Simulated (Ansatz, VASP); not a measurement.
# One calculation of F, two programs

```
F
1.0
     3.06812   -1.82657    0.17673
     3.06812    1.82657    0.17673
    -1.25492    0.00000    6.86887
F
4
Direct
  0.92178 0.58579 0.09398
  0.41421 0.07822 0.40602
  0.07822 0.41421 0.90602
  0.58579 0.92178 0.59398
```

Alike in both runs: task single point; functional PBEsol; k mesh 9 × 9 × 4; occupations fermi-dirac, width 0.05 eV; no spin polarisation.

|  | VASP | Ansatz |
| --- | --- | --- |
| version | VASP 6.6.1 | Ansatz 0.2.0 |
| potentials or method | VASP PAW PBE potentials, release 64 (F), cutoff 520 eV | plane waves (420 eV) with PAW, scalar-relativistic |
| valence electrons in the cell | 28 | 28 |

```tsv
	VASP	Ansatz	Ansatz less VASP
gap on the k mesh at the Fermi level (eV)	2.71	2.78	+0.065
pressure (GPa)	-2.3	-2.5	-0.25
traceless stress, the component that is largest in VASP (GPa)	-2.48	-3.53	-1.051
```

VASP's potentials were made for PBE, not for PBEsol, and Ansatz warns of the same on its side.
